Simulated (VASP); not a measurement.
A run of VASP 6.6.1:

Contents of INCAR:

```
ALGO = Normal ; EDIFF = 1E-6
ENCUT = 500 ; GGA = PE
GGA_COMPAT = F ; ISIF = 2
ISMEAR = -1 ; LASPH = T
LCHARG = F ; LREAL = F
LWAVE = F ; NBANDS = 11
NELM = 120 ; PREC = Accurate
SIGMA = 0.1
```

The input KPOINTS:

```
k-points
0
Gamma
  13 13 13
```

The input POSCAR:

```
Si
1.0
   -2.3713700000      2.3713700000      1.3292700000
    2.3713700000     -2.3713700000      1.3292700000
    2.3713700000      2.3713700000     -1.3292700000
Si
2
Direct
    0.2500000000      0.7500000000      0.5000000000
    0.5000000000      0.5000000000      0.0000000000
```

Potentials or basis: VASP PAW PBE potentials, release 64 (Si).

Run with:

```console
$ cat potpaw_PBE.64/Si/POTCAR > POTCAR
$ mpirun -np 1 vasp_std > vasp.out
```

Hardware: 1 thread of AMD EPYC 7R43 64-Core Processor (Zen 3), with other jobs on the host.

Question: Estimate the wall time of this run.

Answer: Wall time 78 s on 1 thread of AMD EPYC 7R43 64-Core Processor (Zen 3) (shared host), peak memory 0.14 GiB. Counts: scf iterations 10, k points 196.
